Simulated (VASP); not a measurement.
# InAs (I-4m2) in VASP: single point with r2SCAN

Aim: the single point of InAs with r2SCAN.

Everything below comes from runs of VASP 6.6.1. Logs are shortened: lines on timing, memory, paths and dates and some standing lists are left out, and cuts for length are marked.

### Step 1. The cell of the first run

The structure is tetragonal, space group I-4m2 (No. 119). Conventional cell: a = 4.147 Å, b = 4.147 Å, c = 6.364 Å, α = 90.00°, β = 90.00°, γ = 90.00°. Within 3.4 Å of In (site symmetry -4m2) lie 4 As at 2.61 Å. As (site symmetry -4m2) has 4 In at 2.61 Å within 3.4 Å.

### Step 2. Single point, r2SCAN (epitaxial xy strain -4.0%)

File POSCAR:

```
InAs
1.0
    0.0000000000      2.9324068542      3.1819837034
    2.9324068542      0.0000000000      3.1819837034
    2.9324068542      2.9324068542      0.0000000000
In As
1 1
Direct
    0.0000000000      0.0000000000      0.0000000000
    0.2500000000      0.2500000000      0.2500000000
```

File INCAR.step1:

```
SYSTEM = InAs
ALGO = Normal
EDIFF = 1E-5
ENCUT = 560
GGA = PE
GGA_COMPAT = .False.
ISMEAR = -1
LASPH = .True.
LCHARG = .False.
LREAL = .False.
LWAVE = .True.
NBANDS = 21
NELM = 120
PREC = Accurate
SIGMA = 0.02
```

File INCAR.step2:

```
SYSTEM = InAs
ALGO = Normal
EDIFF = 1E-6
ENCUT = 560
GGA_COMPAT = .False.
ISIF = 2
ISMEAR = -1
ISTART = 1
LASPH = .True.
LCHARG = .False.
LMIXTAU = .True.
LREAL = .False.
LWAVE = .False.
METAGGA = R2SCAN
NBANDS = 21
NELM = 120
PREC = Accurate
SIGMA = 0.02
```

File KPOINTS:

```
k-points
0
Gamma
  8 8 8
  0 0 0
```

Potentials or basis: VASP PAW PBE potentials, release 64 (In_d, As_d).

Started as:

```
$ cat potpaw_PBE.64/In_d/POTCAR potpaw_PBE.64/As_d/POTCAR > POTCAR
$ cp INCAR.step1 INCAR
$ mpirun -np 1 vasp_std > vasp.out
$ cp INCAR.step2 INCAR
$ mpirun -np 1 vasp_std > vasp.out
```

OUTCAR:

```text
SYSTEM = InAs
   EDIFF = 1E-6
   ENCUT = 560
   ISIF = 2
   ISMEAR = -1
   ISTART = 1
   LASPH = .True.
   LREAL = .False.
   METAGGA = R2SCAN
   NELM = 120
   PREC = Accurate

 ion  position               nearest neighbor table
   1  0.000  0.000  0.000-   2 2.61   2 2.61   2 2.61   2 2.61
   2  0.250  0.250  0.250-   1 2.61   1 2.61   1 2.61   1 2.61

  LATTYP: Found a body centered tetragonal cell.
 ALAT       =     4.1470495436
 C/A-ratio  =     1.5345771349

  Lattice vectors:

 A1 = (  -2.9324068542,   0.0000000000,   3.1819837034)
 A2 = (   2.9324068542,   0.0000000000,   3.1819837034)
 A3 = (   0.0000000000,   2.9324068542,  -3.1819837034)

Analysis of symmetry for initial positions (statically):
=====================================================================
 Subroutine PRICEL returns:
 Original cell was already a primitive cell.

 Routine SETGRP: Setting up the symmetry group for a
 body centered tetragonal supercell.

 Subroutine GETGRP returns: Found  8 space group operations
 (whereof  8 operations were pure point group operations)
 out of a pool of 16 trial point group operations.

The static configuration has the point symmetry D_2d.

Analysis of symmetry for dynamics (positions and initial velocities):
=====================================================================
 Subroutine PRICEL returns:
 Original cell was already a primitive cell.

 Routine SETGRP: Setting up the symmetry group for a
 body centered tetragonal supercell.

 Subroutine GETGRP returns: Found  8 space group operations
 (whereof  8 operations were pure point group operations)
 out of a pool of 16 trial point group operations.

The dynamic configuration has the point symmetry D_2d.

 Subroutine INISYM returns: Found  8 space group operations
 (whereof  8 operations are pure point group operations),
 and found     1 'primitive' translations

----------------------------------------------------------------------------------------

                                     Primitive cell

  volume of cell :      54.7238

  direct lattice vectors                    reciprocal lattice vectors
     0.000000000  2.932406854  3.181983703    -0.170508400  0.170508400  0.157134683
     2.932406854  0.000000000  3.181983703     0.170508400 -0.170508400  0.157134683
     2.932406854  2.932406854  0.000000000     0.170508400  0.170508400 -0.157134683

  length of vectors
     4.327127251  4.327127251  4.147049544     0.287815110  0.287815110  0.287815110

  position of ions in fractional coordinates (direct lattice)
     0.000000000  0.000000000  0.000000000
     0.250000000  0.250000000  0.250000000

  ion indices of the primitive-cell ions
   primitive index   ion index
                 1           1
                 2           2

----------------------------------------------------------------------------------------

 KPOINTS: k-points

Automatic generation of k-mesh.
 Grid dimensions read from file:
 generate k-points for:    8    8    8

 Generating k-lattice:

  Cartesian coordinates                     Fractional coordinates (reciprocal lattice)
    -0.021313550  0.021313550  0.019641835     0.125000000  0.000000000  0.000000000
     0.021313550 -0.021313550  0.019641835     0.000000000  0.125000000  0.000000000
     0.021313550  0.021313550 -0.019641835    -0.000000000 -0.000000000  0.125000000

  Length of vectors
     0.035976889  0.035976889  0.035976889

  Shift w.r.t. Gamma in fractional coordinates (k-lattice)
     0.000000000  0.000000000  0.000000000

 Subroutine IBZKPT returns following result:
 ===========================================

 Found     59 irreducible k-points:

 Following reciprocal coordinates:
            Coordinates               Weight
  0.000000  0.000000  0.000000      1.000000
  0.125000  0.000000  0.000000      8.000000
  0.250000  0.000000  0.000000      8.000000
  0.375000  0.000000  0.000000      8.000000
  0.500000  0.000000  0.000000      4.000000
  0.125000  0.125000  0.000000      2.000000
[... 16 lines left out ...]
  0.250000  0.000000  0.125000     16.000000
  0.375000 -0.000000  0.125000     16.000000
 [... further k-points ...]
   k-points           NKPTS =     59   k-points in BZ     NKDIM =     59   number of bands    NBANDS=     21
   number of dos      NEDOS =    301   number of ions     NIONS =      2
   total plane-waves  NPLWV =  41472
   dimension x,y,z NGX =    36 NGY =   36 NGZ =   32
   dimension x,y,z NGXF=    72 NGYF=   72 NGZF=   64
   ions per type =               1   1
   NGX,Y,Z   is equivalent  to a cutoff of  13.83, 13.83, 12.83 a.u.
   NGXF,Y,Z  is equivalent  to a cutoff of  27.66, 27.66, 25.66 a.u.
 SYSTEM =  InAs
   PREC   = accura    normal or accurate (medium, high low for compatibility)
   ISTART =      1    job   : 0-new  1-cont  2-samecut
   ICHARG =      0    charge: 1-file 2-atom 10-const
   ISPIN  =      1    spin polarized calculation?
   LNONCOLLINEAR =      F non collinear calculations
   LSORBIT =      F    spin-orbit coupling
   LASPH  =      T    aspherical Exc in radial PAW
   ENCUT  =  560.0 eV  41.16 Ry    6.42 a.u.   8.35  8.35  8.00*2*pi/ulx,y,z
   NELM   =    120;   NELMIN=  2; NELMDL=  0     # of ELM steps
   EDIFF  = 0.1E-05   stopping-criterion for ELM
   LREAL  =      F    real-space projection
   EDIFFG = 0.1E-04   stopping-criterion for IOM
   NSW    =      0    number of steps for IOM
   IBRION =     -1    ionic relax: 0-MD 1-quasi-New 2-CG
   NFREE  =      0    steps in history (QN), initial steepest desc. (CG)
   ISIF   =      2    stress and relaxation
   ISYM   =      2    0-nonsym 1-usesym 2-fastsym
   POTIM  = 0.5000    time-step for ionic-motion
   TEBEG  =    0.0;   TEEND  =   0.0 temperature during run
   PSTRESS=    0.0 pullay stress
   NELECT =      28.0000    total number of electrons
   NUPDOWN=      -1.0000    fix difference up-down
   EMIN   =  10.00;   EMAX   =-10.00  energy-range for DOS
   EFERMI =   0.00;   METHOD = LEGACY
   ISMEAR =    -1;   SIGMA  =   0.02  broadening in eV -4-tet -1-fermi 0-gaus
   EFERMI_NEDOS =   21; number of points for ismear=-14 and -15
   IALGO  =     38    algorithm
   IMIX   =      4    mixing-type and parameters
     AMIX     =   0.40;   BMIX     =  1.00
     AMIX_MAG =   1.60;   BMIX_MAG =  1.00
  volume/ion in A,a.u.               =      27.36       184.65
  Fermi-wavevector in a.u.,A,eV,Ry     =   1.309389  2.474387 23.327185  1.714500
  Thomas-Fermi vector in A             =   2.439991
   LORBIT       =      0    0 simple, 1 ext, 2 COOP (PROOUT), +10 PAW based schemes
   METAGGA = R2SCAN    functional components
   LHFCALC =     F    Hartree Fock is set to
   AEXX    =    0.0000 exact exchange contribution
   IVDW    =     0    specifies the selected vdW correction
   LEPSILON=     F    determine dielectric tensor
   LRPA    =     F    only Hartree local field effects (RPA)
 non-spin polarized calculation
  energy-cutoff  :      560.00
  volume of cell :       54.72
 maximum number of plane-waves:      1668
 NGX is ok and might be reduce to    36
   NGX = 17   NGY = 17   NGZ = 17

 number of electron      28.0000002 magnetization

 Free energy of the ion-electron system (eV)
  ---------------------------------------------------
  ext. energy  EPLUGINS =         0.00000000
  ---------------------------------------------------
  free energy    TOTEN  =       -38.03829057 eV

  energy without entropy =      -38.03823650  energy(sigma->0) =      -38.03826354

 E-fermi :   3.9324     XC(G=0): -10.1536

 val. band max:        3.8721684453   @ k =   0.0000   0.0000   0.0000
 cond. band min:       3.9776702527   @ k =   0.0000   0.0000   0.0000
 fundamental gap:      0.1055018073
 Fermi energy:         3.9323685676

 k-point     1 :       0.0000    0.0000    0.0000
  band No.  band energies     occupation
      1     -31.9702      2.00000
      2     -31.9702      2.00000
      3     -31.9629      2.00000
      4     -31.9577      2.00000
      5     -31.9478      2.00000
      6     -11.1756      2.00000
[... 13 lines left out ...]
     20      13.1133      0.00000
     21      13.8113      0.00000

 k-point     2 :       0.1250    0.0000    0.0000
  band No.  band energies     occupation
      1     -31.9702      2.00000
      2     -31.9702      2.00000
      3     -31.9628      2.00000
      4     -31.9577      2.00000
      5     -31.9478      2.00000
      6     -11.1835      2.00000
[... 13 lines left out ...]
     20      12.8557      0.00000
     21      13.5823      0.00000

 k-point     3 :       0.2500    0.0000    0.0000
  band No.  band energies     occupation
      1     -31.9702      2.00000
      2     -31.9701      2.00000
      3     -31.9627      2.00000
      4     -31.9575      2.00000
      5     -31.9478      2.00000
      6     -11.2293      2.00000
[... 13 lines left out ...]
     20      13.0379      0.00000
     21      13.1371      0.00000

 k-point     4 :       0.3750    0.0000    0.0000
  band No.  band energies     occupation
      1     -31.9702      2.00000
      2     -31.9700      2.00000
      3     -31.9626      2.00000
      4     -31.9574      2.00000
      5     -31.9478      2.00000
      6     -11.2755      2.00000
[... 13 lines left out ...]
     20      13.7486      0.00000
     21      14.1685      0.00000

 k-point     5 :       0.5000    0.0000    0.0000
  band No.  band energies     occupation
      1     -31.9702      2.00000
      2     -31.9700      2.00000
      3     -31.9626      2.00000
      4     -31.9573      2.00000
      5     -31.9478      2.00000
      6     -11.2938      2.00000
[... 13 lines left out ...]
     20      14.9233      0.00000
     21      15.3173      0.00000
[... 382 lines left out ...]
     20      16.2763      0.00000
     21      16.8808      0.00000

 k-point    22 :       0.1250    0.0000    0.1250
  band No.  band energies     occupation
      1     -31.9703      2.00000
      2     -31.9701      2.00000
      3     -31.9628      2.00000
      4     -31.9576      2.00000
      5     -31.9478      2.00000
      6     -11.1822      2.00000
[... 13 lines left out ...]
     20      13.0768      0.00000
     21      13.6491      0.00000

 k-point    23 :       0.2500    0.0000    0.1250
  band No.  band energies     occupation
      1     -31.9703      2.00000
      2     -31.9701      2.00000
      3     -31.9627      2.00000
      4     -31.9574      2.00000
      5     -31.9478      2.00000
      6     -11.2287      2.00000
[... 13 lines left out ...]
     20      13.3124      0.00000
     21      14.3048      0.00000

 k-point    24 :       0.3750   -0.0000    0.1250
  band No.  band energies     occupation
      1     -31.9703      2.00000
      2     -31.9700      2.00000
      3     -31.9626      2.00000
      4     -31.9573      2.00000
      5     -31.9478      2.00000
      6     -11.2750      2.00000
[... 13 lines left out ...]
     20      13.7878      0.00000
     21      14.8139      0.00000

 [... further k-points ...]

------------------------ aborting loop because EDIFF is reached ----------------------------------------

  FORCE on cell =-STRESS in cart. coord.  units (eV):
  Direction    XX          YY          ZZ          XY          YZ          ZX
  --------------------------------------------------------------------------------------
  -------------------------------------------------------------------------------------
  Total        1.2370026      1.2370026      0.0156157      0.0000000      0.0000000      0.0000000
  in kB       36.2163607     36.2163607      0.4571883      0.0000000      0.0000000      0.0000000
  external PRESSURE =      24.2966366 kB  Pullay stress =       0.0000000 kB

 VOLUME and BASIS-vectors are now :
 -----------------------------------------------------------------------------
  energy-cutoff  :      560.00
  volume of cell :       54.72
      direct lattice vectors                 reciprocal lattice vectors
     0.000000000  2.932406854  3.181983703    -0.170508400  0.170508400  0.157134683
     2.932406854  0.000000000  3.181983703     0.170508400 -0.170508400  0.157134683
     2.932406854  2.932406854  0.000000000     0.170508400  0.170508400 -0.157134683

 POSITION                                       TOTAL-FORCE (eV/Angst)
 -----------------------------------------------------------------------------------
      0.00000      0.00000      0.00000        -0.000000     -0.000000     -0.000000
      1.46620      1.46620      1.59099         0.000000      0.000000      0.000000
 -----------------------------------------------------------------------------------
    total drift:                                0.000012      0.000012      0.000029

  FREE ENERGIE OF THE ION-ELECTRON SYSTEM (eV)
  ---------------------------------------------------
  free  energy   TOTEN  =       -38.0382905739 eV

  energy  without entropy=      -38.0382364974  energy(sigma->0) =      -38.03826354
```

Wall time 4.9 min (1 thread of Intel Xeon Platinum 8259CL at 2.50GHz (Skylake/Cascade Lake), shared host); peak memory 0.25 GiB.

Results:

- Free energy: -38.0383 eV
- Pressure: 2.4 GPa
- Band gap on the k mesh: 0.11 eV

Levels at points of the mesh, in eV from the valence-band top:
| k point | band 12 | band 13 | band 14 | band 15 | band 16 | band 17 |
| --- | --- | --- | --- | --- | --- | --- |
| (0.00, 0.00, 0.00) | -0.47 | 0.00 | 0.00 | 0.11 | 4.11 | 4.11 |
| (0.50, 0.00, 0.00) | -6.07 | -1.47 | -0.88 | 1.09 | 4.76 | 5.19 |
| (0.50, 0.50, 0.00) | -6.45 | -2.24 | -2.24 | 1.98 | 2.73 | 9.22 |
| (0.50, 0.00, 0.50) | -5.95 | -2.73 | -2.69 | 1.53 | 1.96 | 9.25 |

Caveat: the cell differs from its parent crystal (epitaxial xy strain -4.0%); semilocal functionals underestimate gaps, and a narrow one can read as zero; the PAW data sets were made with another functional, which shifts forces and pressure a little; spin-orbit coupling is left out, which moves the levels of the heavy elements.
